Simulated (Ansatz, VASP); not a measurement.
Two plane-wave programs on SiC

```xyz
12
Lattice="1.5389 -2.6675 0.0000 1.5389 2.6675 0.0000 0.0000 0.0000 14.6682" Properties=species:S:1:pos:R:3 pbc="T T T"
Si    1.5389    1.7784   12.5813
Si    1.5389   -1.7784    5.2471
Si    1.5389   -0.0006    7.6936
Si    1.5389    0.0006    0.3595
Si    1.5389   -1.7789   10.1391
Si    1.5389    1.7789    2.8049
C     1.5389   -0.0010    9.5316
C     1.5389    0.0010    2.1975
C     1.5389    1.7786   14.4142
C     1.5389   -1.7786    7.0801
C     1.5389   -1.7787   11.9721
C     1.5389    1.7787    4.6380
```

Change from the starting cell: z stretched by -3 %.

Alike in both runs: task electric field gradients; functional PBE; k mesh 10 × 10 × 2; occupations fermi-dirac, width 0.02 eV; no spin polarisation.

```csv
,VASP,Ansatz
version,VASP 6.6.1,Ansatz 0.2.0
potentials or method,"VASP PAW PBE potentials, release 64 (Si, C)","plane-wave PAW, scalar-relativistic"
plane-wave cutoff (eV),520,420
valence electrons in the cell,48,48
```

|  | VASP | Ansatz | Ansatz less VASP |
| --- | --- | --- | --- |
| gap on the k mesh at the Fermi level (eV) | 1.95 | 1.95 | +0.003 |
| pressure (GPa) | 10.7 | 10.7 | +0.08 |
| traceless stress, the component that is largest in VASP (GPa) | 12.09 | 12.04 | -0.049 |
| rms of the force components (eV/Å) | 0.232 | 0.232 | +0.0006 |
| size of Vzz on the site where it differs most (V/Å²) | 8.2 | 7.7 | -0.56 |

Atom by atom the forces differ by 0.001 eV/Å (rms over components).
